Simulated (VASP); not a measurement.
A run of VASP 6.6.1 is set up as follows.

Contents of INCAR:

```
SYSTEM = Mo
  ALGO = Fast
  EDIFF = 1E-6
  ENCUT = 520
  GGA = PE
  ISIF = 2
  ISMEAR = 0
  LASPH = .TRUE.
  LCHARG = .FALSE.
  LREAL = .FALSE.
  LWAVE = .FALSE.
  NBANDS = 13
  NELM = 60
  PREC = Accurate
  SIGMA = 0.1
```

KPOINTS

```
k-points
0
G
  18 18 16
  0 0 0
```

File POSCAR:

```
Mo
1.0
    2.6983348109      0.0000000000      0.0000000000
   -1.3491674055      2.3368264942      0.0000000000
    0.0000000000      0.0000000000      2.4821280838
Mo
1
Direct
    0.0000000000      0.0000000000      0.5000000000
```

Potentials or basis: VASP PAW PBE potentials, release 64 (Mo_sv).

Launch:

```console
$ cat potpaw_PBE.64/Mo_sv/POTCAR > POTCAR
$ mpirun -np 1 vasp_std > vasp.out
```

**Question.** What does it give for the pressure?

**Answer.** 17.5 GPa.

**Question.** Estimate the band gap on the k mesh.

**Answer.** Zero (band 7 reaches 13.58 eV, above the bottom of band 8 at 11.41 eV).

Stress tensor (GPa, compression positive):
```
18.52  0.00  0.00
 0.00 18.52  0.00
 0.00  0.00 15.56
```

Caveat: the cell differs from its parent crystal (strained).
